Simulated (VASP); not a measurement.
Here is a VASP 6.6.1 calculation.

INCAR

```
SYSTEM = Sc9Al5
PREC = Accurate ; ENCUT = 520
EDIFF = 1E-6 ; ISMEAR = 0
SIGMA = 0.1 ; LREAL = .False.
LASPH = .True. ; NELM = 100
ALGO = Normal ; ISIF = 2
LWAVE = .False. ; LCHARG = .True.
LDIPOL = .True. ; IDIPOL = 3
DIPOL = 0.5 0.5 0.500 ; GGA = PS
LELF = .True. ; LVHAR = .True.
LVACPOTAV = .True. ; NBANDS = 70
```

Contents of KPOINTS:

```
regular mesh
0
Gamma
  9 9 1
  0 0 0
```

Contents of POSCAR:

```
Sc9Al5
1.0
    4.8508989706      0.0000000000      0.0000000000
   -2.4254494853      4.2010017397      0.0000000000
    0.0000000000      0.0000000000     27.1709026470
Sc Al
9 5
Direct
    0.6666666667      0.3333333333      0.2750868422
    0.0000000000      0.0000000000      0.3282067178
    0.3333333333      0.6666666667      0.3893094298
    0.0000000000      0.0000000000      0.4446652386
    0.6666666667      0.3333333333      0.4999999984
    0.0000000000      0.0000000000      0.5553347464
    0.3333333333      0.6666666667      0.6106905745
    0.0000000000      0.0000000000      0.6717932879
    0.6666666667      0.3333333333      0.7249131634
    0.3333333333      0.6666666667      0.2843427204
    0.6666666667      0.3333333333      0.3865411431
    0.3333333333      0.6666666667      0.4999999922
    0.6666666667      0.3333333333      0.6134588663
    0.3333333333      0.6666666667      0.7156572790
```

Potentials or basis: VASP PAW PBE potentials, release 64 (Sc_sv, Al).

The run is started by

```console
$ cat potpaw_PBE.64/Sc_sv/POTCAR potpaw_PBE.64/Al/POTCAR > POTCAR
$ mpirun -np 1 vasp_std > vasp.out
```

(1) Estimate the band gap on the k mesh.

(2) What does it give for the largest force?

Results:

(1) zero (bands 57 and 58 overlap by 0.11 eV).

(2) 0.021 eV/Å.

Caveat: the PAW data sets were made with another functional, which shifts forces and pressure a little.
